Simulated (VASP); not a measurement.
Set up this calculation in VASP 6.6.1, as the native input.

- Task: single point
- Functional: PBE
- Potentials or basis: VASP PAW PBE potentials, release 64 (Sb)
- Cutoff: 520 eV
- k mesh: 10 × 10 × 10
- Occupations: gaussian, width 0.029 eV
- Spin: no spin polarisation
- Dipole correction: no
- Further INCAR settings: ALGO = Normal; EDIFF = 1e-06; NBANDS = 8

The structure of Sb lies in POSCAR:

```
Sb
1.0
   -1.8713408863      1.8713408863      1.8713408863
    1.8713408863     -1.8713408863      1.8713408863
    1.8713408863      1.8713408863     -1.8713408863
Sb
1
Direct
    0.0000000000      0.0000000000      0.0000000000
```

One way to write it, as run:

INCAR

```
ALGO     = Normal         # electronic algorithm
EDIFF    = 1E-6           # SCF threshold, eV
ENCUT    = 520            # plane-wave cutoff, eV
GGA      = PE             # functional
ISIF     = 2              # what is computed and relaxed
ISMEAR   = 0              # smearing method
LASPH    = T              # aspherical terms in the spheres
LCHARG   = F              # write CHGCAR
LREAL    = F              # projectors in reciprocal space
LWAVE    = F              # write WAVECAR
NBANDS   = 8              # bands
NELM     = 80             # most SCF steps
PREC     = Accurate       # precision mode
SIGMA    = 0.028999999999999998 # smearing width, eV
```

KPOINTS

```
k-points
0
Gamma
  10 10 10
```

Potentials or basis: VASP PAW PBE potentials, release 64 (Sb).

Command:

```sh
$ cat potpaw_PBE.64/Sb/POTCAR > POTCAR
$ mpirun -np 1 vasp_std > vasp.out
```

It gave:

```json
{
  "Pressure": "3.0 GPa"
}
```

Wall time 6.2 s on 1 thread of Intel(R) Xeon(R) Platinum 8259CL CPU @ 2.50GHz (Skylake/Cascade Lake), on a shared host, peak memory 0.14 GiB.
